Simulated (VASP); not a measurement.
# Si32C33 (a cell with a defect) in VASP: single point with PBEsol

Aim: the single point of Si32C33 (a cell with a defect) with PBEsol.

Program: VASP 6.6.1. These are calculated values, not measurements. Logs are shortened: lines on timing, memory, paths and dates and some standing lists are left out, and cuts for length are marked.

## (1) The cell of the first run

The cell holds a defect, 65 atoms: a = 8.714 Å, b = 8.714 Å, c = 8.714 Å, α = 90.00°, β = 90.00°, γ = 90.00°.

## (2) Single point, PBEsol, collinear spin

INCAR reads:

```
SYSTEM = Si32C33
PREC = Accurate ; ENCUT = 520
EDIFF = 1E-6 ; ISMEAR = -1
SIGMA = 0.05 ; LREAL = Auto
LASPH = .True. ; NELM = 150
ALGO = Normal ; ISIF = 2
LWAVE = .False. ; LCHARG = .False.
ISPIN = 2 ; MAGMOM = 0 0 0 0 0 0 0.091 0.091 0 0 0 0 0 0 0 0 0 0 0 0.091 0 0 0 0.091 0 0 0 0 0 0.091 0 0.091 0 0 0 0 0 0 0 0.091 0 0.091 0 0 0 0 0 0 0 0 0 0.091 0 0 0 0 0 0 0 0 0 0.091 0 0 0.091
LORBIT = 11 ; GGA = PS
NELECT = 259.0 ; ISYM = 0
NBANDS = 172
```

KPOINTS reads:

```
Automatic mesh
0
Gamma
  1 1 1
  0.25 0.25 0.25
```

POSCAR reads:

```
Si32C33
1.0
    8.7137060000      0.0000000000      0.0000000000
    0.0000000000      8.7137060000      0.0000000000
    0.0000000000      0.0000000000      8.7137060000
Si C
32 33
Direct
    0.0035280000      0.0007050000      0.0015940000
    0.0049960000      0.0028900000      0.4996750000
    0.9920750000      0.4998570000      0.0115280000
    0.9971260000      0.5002230000      0.4965930000
    0.5024190000      0.9991290000      0.9990580000
    0.5035660000      0.9992440000      0.4990710000
    0.5095010000      0.4935410000      0.0039760000
    0.5158040000      0.5025630000      0.4935730000
    0.2532620000      0.2507660000      0.0004910000
    0.2584390000      0.2532030000      0.5033760000
    0.2460130000      0.7450420000      0.9947280000
    0.2530220000      0.7498870000      0.5012960000
    0.7550950000      0.2471810000      0.0031240000
    0.7536770000      0.2484850000      0.4984680000
    0.7522670000      0.7515250000      0.0015100000
    0.7552290000      0.7532620000      0.4969790000
    0.2532060000      0.9985340000      0.2485070000
    0.2543050000      0.0018890000      0.7501790000
    0.2543350000      0.5001370000      0.2518500000
    0.1765090000      0.5276840000      0.7760160000
    0.7534340000      0.9999460000      0.2499830000
    0.7523160000      0.0005560000      0.7497100000
    0.7526850000      0.4998610000      0.2498730000
    0.7549800000      0.5003190000      0.7501630000
    0.0050410000      0.2498250000      0.2529250000
    0.9976820000      0.2467040000      0.7499180000
    0.0038230000      0.7516490000      0.2503740000
    0.9908380000      0.7624910000      0.7499010000
    0.5038340000      0.2488690000      0.2494450000
    0.5159820000      0.2430610000      0.7529260000
    0.5021770000      0.7487740000      0.2492410000
    0.5097840000      0.7534570000      0.7434130000
    0.1295410000      0.1257600000      0.1257770000
    0.1305230000      0.1289420000      0.6271430000
    0.1275640000      0.6234480000      0.1265270000
    0.1059190000      0.6409940000      0.6196040000
    0.6274130000      0.1231170000      0.1250860000
    0.6315380000      0.1213500000      0.6234350000
    0.6282350000      0.6251070000      0.1250780000
    0.6352610000      0.6276420000      0.6226600000
    0.3780240000      0.3753780000      0.1252980000
    0.4081990000      0.3720250000      0.6233670000
    0.3770850000      0.8689440000      0.1189660000
    0.3778960000      0.8749140000      0.6257660000
    0.8752290000      0.3726550000      0.1319090000
    0.8772910000      0.3746190000      0.6246940000
    0.8789860000      0.8755830000      0.1255700000
    0.8744040000      0.8828540000      0.6225160000
    0.3792270000      0.1253210000      0.3753980000
    0.3792030000      0.1276440000      0.8745850000
    0.3790680000      0.6241080000      0.3778440000
    0.3908630000      0.6057550000      0.8563830000
    0.8796580000      0.1249170000      0.3748360000
    0.8773050000      0.1224180000      0.8764670000
    0.8773630000      0.6266650000      0.3718700000
    0.8777660000      0.6270180000      0.8770510000
    0.1305150000      0.3773860000      0.3792250000
    0.1089320000      0.3699420000      0.8889410000
    0.1297420000      0.8757200000      0.3756550000
    0.1271820000      0.8769710000      0.8734160000
    0.6319450000      0.3736130000      0.3709970000
    0.6346380000      0.3730090000      0.8777330000
    0.6271600000      0.8750730000      0.3730830000
    0.6283060000      0.8751820000      0.8750060000
    0.3624910000      0.4917500000      0.7280740000
```

Potentials or basis: VASP PAW PBE potentials, release 64 (Si, C).

The run is started by

```bash
$ cat potpaw_PBE.64/Si/POTCAR potpaw_PBE.64/C/POTCAR > POTCAR
$ mpirun -np 1 vasp_std > vasp.out
```

OUTCAR:

```text
SYSTEM = Si32C33
   PREC = Accurate
   ENCUT = 520
   EDIFF = 1E-6
   ISMEAR = -1
   LREAL = Auto
   LASPH = .True.
   NELM = 150
   ISIF = 2
   ISPIN = 2
   LORBIT = 11
   GGA = PS
   NELECT = 259.0
   ISYM = 0

 ion  position               nearest neighbor table
   1  0.004  0.001  0.002-  54 1.88  47 1.88  33 1.89  60 1.89  28 3.02  13 3.05  17 3.06  26 3.07
                            27 3.07  11 3.07  21 3.07   9 3.08  15 3.08  25 3.08  18 3.09  22 3.10
   2  0.005  0.003  0.500-  53 1.87  48 1.88  59 1.89  34 1.91  28 3.03  25 3.04  26 3.05  14 3.06
                            16 3.08  17 3.08  18 3.08  27 3.08  12 3.09  21 3.09  22 3.10  10 3.10
   3  0.992  0.500  0.012-  45 1.83  58 1.86  35 1.89  56 1.90  20 2.62  23 2.94  13 3.02  27 3.03
                            15 3.03  25 3.03  24 3.07  11 3.08  19 3.10   9 3.15
   4  0.997  0.500  0.497-  55 1.87  46 1.88  57 1.88  36 1.88  20 2.90  23 3.03  25 3.05  16 3.05
                            14 3.05  24 3.06  27 3.07  19 3.09  12 3.12  26 3.12  10 3.13
   5  0.502  0.999  0.999-  64 1.88  37 1.89  43 1.89  50 1.89  30 3.02  18 3.06  15 3.07  17 3.07
                            22 3.08  29 3.08  31 3.08  13 3.09   9 3.09  32 3.09  21 3.09  11 3.15
   6  0.504  0.999  0.499-  63 1.88  49 1.88  38 1.88  44 1.90  32 3.02  16 3.07  30 3.07  21 3.07
                            10 3.08  29 3.08  14 3.08  22 3.08  12 3.08  31 3.08  18 3.08  17 3.09
   7  0.510  0.494  0.004-  41 1.87  39 1.87  62 1.87  52 1.92  23 3.01  29 3.02  13 3.03   9 3.08
                            24 3.08  31 3.09  15 3.09  30 3.09  19 3.10
   8  0.516  0.503  0.494-  61 1.85  42 1.86  40 1.88  51 1.89  65 2.44  23 2.96  16 3.02  31 3.02
                            14 3.03  24 3.06  29 3.07  32 3.09  19 3.10  10 3.12  12 3.15
   9  0.253  0.251  0.000-  33 1.88  41 1.88  50 1.89  58 1.90  18 3.08   7 3.08  29 3.08   1 3.08
[... 51 lines left out ...]
  37  0.627  0.123  0.125-  29 1.88  13 1.88  21 1.88   5 1.89
  38  0.632  0.121  0.623-  30 1.85  22 1.85  14 1.88   6 1.88
[... 11 lines left out ...]
  50  0.379  0.128  0.875-  30 1.89   9 1.89  18 1.89   5 1.89
  51  0.379  0.624  0.378-  19 1.89   8 1.89  12 1.89  31 1.89
  52  0.391  0.606  0.856-  65 1.52   7 1.92  32 1.92  20 2.11  11 2.13
  53  0.880  0.125  0.375-   2 1.87  25 1.87  14 1.88  21 1.89
  54  0.877  0.122  0.876-  26 1.87   1 1.88  22 1.88  13 1.88
  55  0.877  0.627  0.372-   4 1.87  27 1.88  23 1.88  16 1.88
  56  0.878  0.627  0.877-  15 1.88  24 1.89  28 1.90   3 1.90
  57  0.131  0.377  0.379-  19 1.88   4 1.88  10 1.89  25 1.91
  58  0.109  0.370  0.889-  20 1.79   3 1.86  26 1.89   9 1.90
  59  0.130  0.876  0.376-  17 1.88  12 1.89  27 1.89   2 1.89
  60  0.127  0.877  0.873-  11 1.87  28 1.89  18 1.89   1 1.89
  61  0.632  0.374  0.371-   8 1.85  23 1.85  14 1.88  29 1.88
  62  0.635  0.373  0.878-  13 1.87   7 1.87  30 1.88  24 1.89
  63  0.627  0.875  0.373-   6 1.88  16 1.88  21 1.88  31 1.89
  64  0.628  0.875  0.875-  32 1.87   5 1.88  15 1.88  22 1.88
  65  0.362  0.492  0.728-  42 1.44  52 1.52  20 1.70   8 2.44  30 2.56

IMPORTANT INFORMATION: All symmetrisations will be switched off!
NOSYMM: (Re-)initialisation of all symmetry stuff for point group C_1.

----------------------------------------------------------------------------------------

                                     Primitive cell

  volume of cell :     661.6201

  direct lattice vectors                    reciprocal lattice vectors
     8.713706000  0.000000000  0.000000000     0.114761733  0.000000000  0.000000000
     0.000000000  8.713706000  0.000000000     0.000000000  0.114761733  0.000000000
     0.000000000  0.000000000  8.713706000     0.000000000  0.000000000  0.114761733

  length of vectors
     8.713706000  8.713706000  8.713706000     0.114761733  0.114761733  0.114761733

  position of ions in fractional coordinates (direct lattice)
     0.003528000  0.000705000  0.001594000
     0.004996000  0.002890000  0.499675000
     0.992075000  0.499857000  0.011528000
     0.997126000  0.500223000  0.496593000
     0.502419000  0.999129000  0.999058000
     0.503566000  0.999244000  0.499071000
[... 57 lines left out ...]
     0.628306000  0.875182000  0.875006000
     0.362491000  0.491750000  0.728074000

  ion indices of the primitive-cell ions
   primitive index   ion index
                 1           1
                 2           2
                 3           3
                 4           4
                 5           5
                 6           6
[... 57 lines left out ...]
                64          64
                65          65

----------------------------------------------------------------------------------------

 KPOINTS: Automatic mesh

Automatic generation of k-mesh.
 Grid dimensions read from file:
 generate k-points for:    1    1    1

 Generating k-lattice:
[... 54 lines left out ...]
   EMIN   =  10.00;   EMAX   =-10.00  energy-range for DOS
   EFERMI =   0.00;   METHOD = LEGACY
   ISMEAR =    -1;   SIGMA  =   0.05  broadening in eV -4-tet -1-fermi 0-gaus
   EFERMI_NEDOS =   21; number of points for ismear=-14 and -15
   IALGO  =     38    algorithm
   IMIX   =      4    mixing-type and parameters
     AMIX     =   0.40;   BMIX     =  1.00
     AMIX_MAG =   1.60;   BMIX_MAG =  1.00
  volume/ion in A,a.u.               =      10.18        68.69
  Fermi-wavevector in a.u.,A,eV,Ry     =   1.197582  2.263101 19.513505  1.434202
  Thomas-Fermi vector in A             =   2.333493
   LORBIT       =     11    0 simple, 1 ext, 2 COOP (PROOUT), +10 PAW based schemes
   GGA     = PS    functional components
   LHFCALC =     F    Hartree Fock is set to
   AEXX    =    0.0000 exact exchange contribution
   IVDW    =     0    specifies the selected vdW correction
   LEPSILON=     F    determine dielectric tensor
   LRPA    =     F    only Hartree local field effects (RPA)
 spin polarized calculation
  energy-cutoff  :      520.00
  volume of cell :      661.62
 maximum number of plane-waves:     17779
 NGX is ok and might be reduce to    70
   NGX = 33   NGY = 33   NGZ = 33

 number of electron     259.0000000 magnetization       0.9837773

 Free energy of the ion-electron system (eV)
  ---------------------------------------------------
  ext. energy  EPLUGINS =         0.00000000
  ---------------------------------------------------
  free energy    TOTEN  =      -521.12034739 eV

  energy without entropy =     -521.11449499  energy(sigma->0) =     -521.11742119

 E-fermi :   9.4150     XC(G=0): -11.5456

 val. band max:        9.2211051247   @ k =  -0.2500   0.2500   0.2500
 cond. band min:       9.6385976906   @ k =   0.2500  -0.2500   0.2500
 fundamental gap:      0.4174925659
 Fermi energy:         9.4150197016

 spin component 1

 k-point     1 :       0.2500    0.2500    0.2500
  band No.  band energies     occupation
      1      -7.9183      1.00000
      2      -6.8065      1.00000
      3      -6.3688      1.00000
      4      -6.2408      1.00000
      5      -5.7929      1.00000
      6      -5.5519      1.00000
[... 565 lines left out ...]
    140      12.2820      0.00000
    141      12.3500      0.00000
 Fermi energy:         9.4150197016

 spin component 2

 k-point     1 :       0.2500    0.2500    0.2500
  band No.  band energies     occupation
      1      -7.7266      1.00000
      2      -6.7686      1.00000
      3      -6.3500      1.00000
      4      -6.2294      1.00000
      5      -5.7698      1.00000
      6      -5.5367      1.00000
[... 565 lines left out ...]
    140      12.3070      0.00000
    141      12.3726      0.00000
 [bands above 141 left out]

------------------------ aborting loop because EDIFF is reached ----------------------------------------

  FORCE on cell =-STRESS in cart. coord.  units (eV):
  Direction    XX          YY          ZZ          XY          YZ          ZX
  --------------------------------------------------------------------------------------
  -------------------------------------------------------------------------------------
  Total       13.8576052     -3.3426424     -4.1310794     -7.9599238     -6.6439814     -7.2939428
  in kB       33.5575356     -8.0945329    -10.0038095    -19.2757278    -16.0890455    -17.6629902
  external PRESSURE =       5.1530644 kB  Pullay stress =       0.0000000 kB

 VOLUME and BASIS-vectors are now :
 -----------------------------------------------------------------------------
  energy-cutoff  :      520.00
  volume of cell :      661.62
      direct lattice vectors                 reciprocal lattice vectors
     8.713706000  0.000000000  0.000000000     0.114761733  0.000000000  0.000000000
     0.000000000  8.713706000  0.000000000     0.000000000  0.114761733  0.000000000
     0.000000000  0.000000000  8.713706000     0.000000000  0.000000000  0.114761733

 POSITION                                       TOTAL-FORCE (eV/Angst)
 -----------------------------------------------------------------------------------
      0.03074      0.00614      0.01389         0.025344      0.046263      0.044759
      0.04353      0.02518      4.35402         0.051906      0.039918      0.044268
      8.64465      4.35561      0.10045        -0.001462      0.017098      0.071612
      8.68866      4.35880      4.32717         0.015909      0.087122      0.072075
      4.37793      8.70612      8.70550         0.011279      0.027934      0.038033
      4.38793      8.70712      4.34876         0.012740      0.028434      0.044450
[... 57 lines left out ...]
      5.47487      7.62608      7.62455        -0.005902      0.016988     -0.067338
      3.15864      4.28496      6.34422        -0.252515      0.239876      0.262965
 -----------------------------------------------------------------------------------
    total drift:                               -0.045855      0.019337      0.020151

  FREE ENERGIE OF THE ION-ELECTRON SYSTEM (eV)
  ---------------------------------------------------
  free  energy   TOTEN  =      -521.1203473938 eV

  energy  without entropy=     -521.1144949928  energy(sigma->0) =     -521.11742119

 total charge

# of ion       s       p       d       tot
------------------------------------------
    1        0.707   0.972   0.000   1.679
    2        0.706   0.967   0.000   1.673
    3        0.712   0.992   0.000   1.704
    4        0.707   0.974   0.000   1.681
    5        0.706   0.968   0.000   1.674
    6        0.706   0.969   0.000   1.675
[... 57 lines left out ...]
   64        0.836   1.703   0.000   2.538
   65        0.849   1.725   0.000   2.574
--------------------------------------------------
tot         50.271  87.305   0.000 137.577

 magnetization (x)

# of ion       s       p       d       tot
------------------------------------------
    1        0.000   0.000   0.000   0.001
    2        0.000   0.001   0.000   0.001
    3        0.000   0.003   0.000   0.003
    4        0.000   0.001   0.000   0.001
    5        0.000   0.000   0.000   0.000
    6        0.000   0.000   0.000   0.000
[... 57 lines left out ...]
   64        0.003   0.007   0.000   0.009
   65        0.014   0.227   0.000   0.241
--------------------------------------------------
tot          0.061   0.384   0.000   0.445
```

It took 51 min on 1 thread of Oxide Virtual Turin-like, shared host; peak memory 1.2 GiB.

Results:

```yaml
Free_energy: -521.1203 eV
Largest_force: 0.436 eV/Å
Net_moment: 0.98 μB per cell
Site_moments: Si +0.00, +0.02, +0.01, -0.00, -0.01 (each value once); C +0.00, +0.01, +0.02, -0.00, +0.24 (each value once) μB
Valence_electrons_inside_the_program's_atomic_spheres: Si 1.68, 1.67, 1.70, 1.65, 1.62, 1.66, 1.69, 1.82, 1.71 (each value once); C 2.53, 2.52, 2.57, 2.54, 2.56, 2.50, 2.46 (each value once)
```

Forces in eV/Å, atoms in the order of the input:
```
Si   0.025  0.046  0.045
Si   0.052  0.040  0.044
Si  -0.001  0.017  0.072
Si   0.016  0.087  0.072
Si   0.011  0.028  0.038
Si   0.013  0.028  0.044
Si  -0.016  0.105 -0.045
Si  -0.026 -0.014  0.068
Si   0.072  0.042  0.032
Si   0.089  0.082  0.090
Si   0.079  0.029  0.049
Si   0.070  0.028  0.039
Si   0.065  0.033  0.052
Si   0.047  0.046  0.047
Si   0.025  0.032  0.039
Si   0.065  0.050  0.037
Si   0.083  0.044  0.046
Si   0.061  0.046  0.019
Si   0.066  0.028  0.036
Si   0.153 -0.072 -0.097
Si   0.040  0.031  0.027
Si   0.043  0.029  0.094
Si   0.041  0.098  0.030
Si   0.017  0.051  0.061
Si   0.049  0.036  0.041
Si   0.006  0.047  0.077
Si   0.028  0.036  0.044
Si  -0.007  0.074  0.005
Si   0.016  0.041  0.018
Si  -0.015  0.060 -0.018
Si   0.012  0.036  0.028
Si  -0.009 -0.046  0.101
C   -0.063 -0.029 -0.042
C   -0.036 -0.043 -0.038
C   -0.082 -0.044 -0.032
C   -0.083 -0.034 -0.117
C   -0.033 -0.032 -0.029
C   -0.067 -0.043 -0.034
C   -0.014 -0.065  0.002
C   -0.022 -0.012 -0.008
C   -0.039 -0.068 -0.026
C   -0.055 -0.150 -0.148
C   -0.051 -0.033 -0.061
C   -0.027 -0.047 -0.038
C    0.001 -0.054 -0.056
C   -0.032 -0.070 -0.054
C   -0.042 -0.038 -0.029
C    0.008 -0.052 -0.047
C   -0.045 -0.056 -0.072
C   -0.034 -0.057 -0.041
C   -0.029 -0.038 -0.067
C    0.385 -0.070 -0.083
C   -0.035 -0.025 -0.048
C   -0.046 -0.020 -0.053
C   -0.056 -0.049 -0.028
C   -0.047 -0.033 -0.041
C   -0.045 -0.043 -0.037
C   -0.065 -0.087 -0.043
C   -0.073 -0.037 -0.028
C   -0.077 -0.042 -0.038
C   -0.055 -0.046 -0.032
C   -0.020 -0.029 -0.031
C   -0.032 -0.033 -0.031
C   -0.006  0.017 -0.067
C   -0.253  0.240  0.263
```

Levels at points of the mesh, in eV from the Fermi level:
Spin up:
| k point | band 126 | band 127 | band 128 | band 129 | band 130 | band 131 | band 132 | band 133 | band 134 | band 135 |
| --- | --- | --- | --- | --- | --- | --- | --- | --- | --- | --- |
| (0.25, 0.25, 0.25) | -1.88 | -1.62 | -1.53 | -1.23 | -0.28 | 0.44 | 0.92 | 1.32 | 1.56 | 2.18 |
Spin down:
```tsv
k point	band 126	band 127	band 128	band 129	band 130	band 131	band 132	band 133
(0.25, 0.25, 0.25)	-1.86	-1.59	-1.51	-1.15	0.24	0.47	0.94	1.46
```

Caveat: the cell carries a net charge on a neutralising background, which shifts energy and pressure; the cell is charged against a uniform background, so pressure and absolute levels hang on convention; the PAW data sets were made with another functional, which shifts forces and pressure a little.
